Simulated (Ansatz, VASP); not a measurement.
AlCo in VASP and in Ansatz

```xyz
2
Lattice="2.6532 0.0000 0.0000 0.0000 2.6532 0.0000 0.0000 0.0000 2.8226" Properties=species:S:1:pos:R:3 pbc="T T T"
Al    0.0000    0.0000    0.0000
Co    1.3266    1.3266    1.4113
```

Change from the starting cell: strain -0.0600 x Voigt [1, 1, 0, 0, 0, 0], atoms carried along.

Alike in both runs: task single point; functional PBEsol; k mesh 22 × 22 × 22; occupations gaussian, width 0.15 eV; no spin polarisation.

|  | VASP | Ansatz |
| --- | --- | --- |
| version | VASP 6.6.1 | Ansatz 0.2.0 |
| potentials or method | VASP PAW PBE potentials, release 64 (Al, Co), cutoff 520 eV | scalar-relativistic, plane waves, PAW |
| valence electrons in the cell | 12 | 20 |

|  | VASP | Ansatz | Ansatz less VASP |
| --- | --- | --- | --- |
| gap on the k mesh at the Fermi level (eV) | none | none | - |
| pressure (GPa) | 32.1 | 31.9 | -0.22 |
| traceless stress, the component that is largest in VASP (GPa) | -8.19 | -8.17 | +0.018 |

VASP's potentials were made for PBE, not for PBEsol. A gap of «none» marks a metal or a gap that the smearing closes. Both programs put the cell under a high pressure, so it lies far from rest at this level. VASP's potentials hold 12 valence electrons a cell and Ansatz's 20, so a difference there can come from the potentials and not from the codes.
